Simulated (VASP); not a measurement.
Wanted: the native input for a VASP 6.6.1 run.

```
Task                   : relaxation of cell and atoms
Functional             : PBE
Potentials or basis    : VASP PAW PBE potentials, release 64 (Zr_sv, Sn_d, Te)
Cutoff                 : 600 eV
k mesh                 : 8 × 8 × 8
Occupations            : gaussian, width 0.1 eV
Spin                   : no spin polarisation
Dipole correction      : no
Further INCAR settings : ALGO = Normal; EDIFF = 1e-07; IBRION = 2; EDIFFG = -0.01; NSW = 100; ISIF = 3
```

The structure of ZrSnTe4 lies in POSCAR:

```
ZrSnTe4
1.0
    0.0000000000      4.4002995000      4.4002995000
    4.4002995000      0.0000000000      4.4002995000
    4.4002995000      4.4002995000      0.0000000000
Zr Sn Te
1 1 4
Direct
    0.2500000000      0.2500000000      0.2500000000
    0.0000000000      0.0000000000      0.0000000000
    0.6253180000      0.6253180000      0.6253180000
    0.6253180000      0.6253180000      0.1240460000
    0.6253180000      0.1240460000      0.6253180000
    0.1240460000      0.6253180000      0.6253180000
```

The cell was generated, and may not be a known phase.

The input as run:

INCAR

```
PREC = Accurate ; ENCUT = 600
EDIFF = 1E-7 ; ISMEAR = 0
SIGMA = 0.1 ; LREAL = F
LASPH = T ; NELM = 60
ALGO = Normal ; ISIF = 3
LWAVE = F ; LCHARG = F
GGA = PE ; IBRION = 2
NSW = 100 ; EDIFFG = -0.01
```

KPOINTS

```
regular mesh
0
Gamma
  8 8 8
```

Potentials or basis: VASP PAW PBE potentials, release 64 (Zr_sv, Sn_d, Te).

Run with:

```bash
$ cat potpaw_PBE.64/Zr_sv/POTCAR potpaw_PBE.64/Sn_d/POTCAR potpaw_PBE.64/Te/POTCAR > POTCAR
$ mpirun -np 1 vasp_std > vasp.out
```

It gave:

* Relaxed volume: 28.87 Å³/atom
* Relaxed cell: a = 6.257 Å, b = 6.257 Å, c = 6.257 Å, α = 60.00°, β = 60.00°, γ = 60.00°
* Space group after relaxing (to 0.1 Å): F-43m (No. 216)
* Energy gained by relaxing: 2.4 meV/atom
* Ionic steps: 4
* Pressure after relaxing: 0.0 GPa
* Largest force after relaxing: 0.003 eV/Å
* Band gap on the k mesh: zero (bands 25 and 26 overlap by 1.32 eV)

Caveat: spin-orbit coupling is left out, which moves the levels of the heavy elements.

Run time: 6.4 min on 1 thread of Intel(R) Xeon(R) 6975P-C (Granite Rapids), on a shared host, peak memory 0.49 GiB.
